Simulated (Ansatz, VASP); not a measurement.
## Te in VASP and in Ansatz

File INCAR:

```
SYSTEM = Te
PREC = Accurate ; ENCUT = 600
EDIFF = 1E-7 ; ISMEAR = -1
SIGMA = 0.1 ; LREAL = .False.
LASPH = .True. ; NELM = 100
ALGO = Normal ; ISIF = 3
LWAVE = .False. ; LCHARG = .False.
GGA = PS ; IBRION = 2
NSW = 80 ; EDIFFG = -0.01
```

Contents of KPOINTS:

```
regular mesh
0
Gamma
  8 8 8
  0 0 0
```

The input POSCAR:

```
Te
1.0
    0.0000000000      3.3891640866      3.3891640866
    3.3891640866      0.0000000000      3.3891640866
    3.3891640866      3.3891640866      0.0000000000
Te
2
Direct
    0.1250000000      0.1250000000      0.1250000000
    0.8750000000      0.8750000000      0.8750000000
```

Input for Ansatz:

```yaml
crystal:
  lattice:
    - [0.0, 3.3891640866, 3.3891640866]
    - [3.3891640866, 0.0, 3.3891640866]
    - [3.3891640866, 3.3891640866, 0.0]
  atoms:
    - { symbol: Te, position: [0.125, 0.125, 0.125] }
    - { symbol: Te, position: [0.875, 0.875, 0.875] }
hamiltonian:
  xc: pbesol
  pseudopotentials:
    kind: paw
    azcp:
      Te: "pseudopotentials/Te.paw.azcp"
basis:
  ecutwfc: 420
  fft_grid_basis: typed
kpoints:
  mp_grid: { grid: [8, 8, 8], shift: [0, 0, 0] }
magnetization:
  spin_polarized: false
scf:
  occupations: { method: fermi_dirac, width: 0.1 }
relax:
  max_steps: 60
  f_tol: 0.01
  cell: {}
output:
  write_density: true
  write_potential: true
  elf: true
  volumetric_format: npy
```

Alike in both runs: task relaxation of cell and atoms; functional PBEsol; k mesh 8 × 8 × 8; occupations fermi-dirac, width 0.1 eV; no spin polarisation.

|  | VASP | Ansatz |
| --- | --- | --- |
| version | VASP 6.6.1 | Ansatz 0.2.0 |
| potentials or method | VASP PAW PBE potentials, release 64 (Te), cutoff 600 eV | plane waves (420 eV) with PAW, scalar-relativistic |
| valence electrons in the cell | 12 | 32 |

```csv
,VASP,Ansatz,Ansatz less VASP
relaxed volume (Å³/atom),43.98,43.98,+0.006
relaxed cell length with the largest relative difference (Å),4.992,4.992,+0.0002
```

VASP's potentials were made for PBE, not for PBEsol, and Ansatz warns of the same on its side. VASP's potentials hold 12 valence electrons a cell and Ansatz's 32, so a difference there can come from the potentials and not from the codes.

Spin-orbit coupling is off throughout.
